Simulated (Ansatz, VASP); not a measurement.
# ZnSe in VASP and in Ansatz

```
Zn Se
1.0
     0.00000    2.86480    2.86480
     2.86480    0.00000    2.86480
     2.86480    2.86480    0.00000
Zn Se
1 1
Direct
  0.00000 0.00000 0.00000
  0.25000 0.25000 0.25000
```

Alike in both runs: task single point; functional LDA; k mesh 8 × 8 × 8; occupations gaussian, width 0.02 eV; no spin polarisation.

|  | VASP | Ansatz |
| --- | --- | --- |
| version | VASP 6.6.1 | Ansatz 0.2.0 |
| potentials or method | VASP PAW LDA potentials, release 64 (Zn, Se), cutoff 500 eV | scalar-relativistic, plane waves, PAW |
| valence electrons in the cell | 18 | 28 |

```tsv
	VASP	Ansatz	Ansatz less VASP
gap on the k mesh at the Fermi level (eV)	0.94	0.90	-0.038
least direct gap on the mesh (eV)	0.94	0.90	-0.038
pressure (GPa)	-4.8	-5.1	-0.26
```

Ansatz warns that its potentials were made for another functional, while VASP's fit it. LDA's correlation is that of Perdew and Zunger in VASP and of Perdew and Wang (1992) in Ansatz. VASP's potentials hold 18 valence electrons a cell and Ansatz's 28, so a difference there can come from the potentials and not from the codes.
